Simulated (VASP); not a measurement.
Set up this calculation in VASP 6.6.1, as the native input.

- Task: single point
- Functional: PBEsol
- Potentials or basis: VASP PAW PBE potentials, release 64 (Ir_sv_GW)
- Cutoff: 560 eV
- k mesh: 22 × 22 × 22
- Occupations: gaussian, width 0.15 eV
- Spin: no spin polarisation
- Dipole correction: no
- Further INCAR settings: ALGO = Normal; EDIFF = 1e-06; NBANDS = 14

The structure of Ir lies in POSCAR:

```
Ir
1.0
    0.0000000000      1.8909045000      1.9197000000
    1.9197000000      0.0000000000      1.9197000000
    1.9197000000      1.8909045000      0.0000000000
Ir
1
Direct
    0.0000000000      0.0000000000      0.0000000000
```

This cell differs from its parent crystal: strain -0.0150 x Voigt [0, 1, 0, 0, 0, 0].

One way to write it, as run:

INCAR

```
PREC     = Accurate       # precision mode
ENCUT    = 560            # plane-wave cutoff, eV
EDIFF    = 1E-6           # SCF threshold, eV
ISMEAR   = 0              # smearing method
SIGMA    = 0.15           # smearing width, eV
LREAL    = False          # projectors in reciprocal space
LASPH    = True           # aspherical terms in the spheres
NELM     = 120            # most SCF steps
ALGO     = Normal         # electronic algorithm
ISIF     = 2              # what is computed and relaxed
LWAVE    = False          # write WAVECAR
LCHARG   = False          # write CHGCAR
GGA      = PS             # functional
NBANDS   = 14             # bands
GGA_COMPAT= False
```

KPOINTS

```
Automatic mesh
0
Gamma
  22 22 22
```

Potentials or basis: VASP PAW PBE potentials, release 64 (Ir_sv_GW).

Run with:

```sh
$ cat potpaw_PBE.64/Ir_sv_GW/POTCAR > POTCAR
$ mpirun -np 1 vasp_std > vasp.out
```

It gave:

```
Pressure               : 1.4 GPa
Band gap on the k mesh : zero (an odd number of electrons rules out a gap without spin polarisation)
```

Caveat: the cell differs from its parent crystal (strain -0.0150 x Voigt [0, 1, 0, 0, 0, 0]); the stress differs along the axes, from -1 to 5 GPa; the PAW data sets were made with another functional, which shifts forces and pressure a little; spin-orbit coupling is left out, which moves the levels of the heavy elements.

It took 2.3 min on 1 thread of Intel(R) Xeon(R) Platinum 8259CL CPU @ 2.50GHz (Skylake/Cascade Lake), on a shared host, peak memory 0.31 GiB.
